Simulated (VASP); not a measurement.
Crystal: MgS.

```
Mg S
1.0
     4.29554    0.00000    0.00000
    -2.14777    3.72005    0.00000
     0.00000    0.00000    5.28509
Mg S
2 2
Direct
  0.33333 0.66667 0.25000
  0.66667 0.33333 0.75000
  0.66667 0.33333 0.25000
  0.33333 0.66667 0.75000
```

Base run:

```yaml
Program: VASP 6.6.1
Functional: r2SCAN
Potentials_or_basis: VASP PAW PBE potentials, release 64 (Mg, S)
Cutoff: 520 eV
k_mesh: 6 × 6 × 4
Occupations: gaussian, width 0.01 eV
Spin: no spin polarisation
```

Its results: band gap on the k mesh 3.63 eV, direct; pressure -0.3 GPa.

**Question.** The run is repeated on the same cell with these changes: functional from r2SCAN to PBE. What comes out?

**Answer.** Band gap on the k mesh 3.00 eV, direct; pressure 0.9 GPa.

r2SCAN gives the wider gap, since meta-GGAs in the generalised Kohn-Sham scheme recover part of the derivative discontinuity.

Caveats: the PAW data sets were made with another functional, which shifts forces and pressure a little (some runs).

A k mesh can miss the band edges.
